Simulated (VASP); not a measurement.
Write the native input for VASP 6.6.1 that does the following.

```
Task                   : single point
Functional             : PBEsol
Potentials or basis    : VASP PAW PBE potentials, release 64 (Ti_sv, Al)
Cutoff                 : 520 eV
k mesh                 : 14 × 14 × 14
Occupations            : gaussian, width 0.1 eV
Spin                   : no spin polarisation
Dipole correction      : no
Further INCAR settings : ALGO = Fast; EDIFF = 1e-06; NBANDS = 18
```

The structure of TiAl3 lies in POSCAR:

```
TiAl3
1.0
    3.9483448104      0.0000000000      0.0000000000
    0.0000000000      3.9483448104      0.0000000000
    0.0000000000      0.0000000000      4.0273117066
Ti Al
1 3
Direct
    0.0000000000      0.0000000000      0.0000000000
    0.5000000000      0.5000000000      0.0000000000
    0.5000000000      0.0000000000      0.5000000000
    0.0000000000      0.5000000000      0.5000000000
```

This cell differs from its parent crystal: strain along c alone, the other axes held: +2.0 %.

These files were run (other wordings do the same):

INCAR

```
PREC = Accurate
ENCUT = 520
EDIFF = 1E-6
ISMEAR = 0
SIGMA = 0.1
LREAL = F
LASPH = T
NELM = 80
ALGO = Fast
ISIF = 2
LWAVE = F
LCHARG = F
GGA = PS
NBANDS = 18
```

KPOINTS

```
Automatic mesh
0
Gamma
  14 14 14
```

Potentials or basis: VASP PAW PBE potentials, release 64 (Ti_sv, Al).

Launch:

```console
$ cat potpaw_PBE.64/Ti_sv/POTCAR potpaw_PBE.64/Al/POTCAR > POTCAR
$ mpirun -np 1 vasp_std > vasp.out
```

Results of the run:

* Pressure: -2.0 GPa
* Band gap on the k mesh: zero (an odd number of electrons rules out a gap without spin polarisation)

Caveat: the cell differs from its parent crystal (strain along c alone, the other axes held: +2.0 %); the PAW data sets were made with another functional, which shifts forces and pressure a little.

Wall time 6.9 min on 1 thread of Intel(R) Xeon(R) 6975P-C (Granite Rapids), with other jobs on the host, peak memory 0.41 GiB.
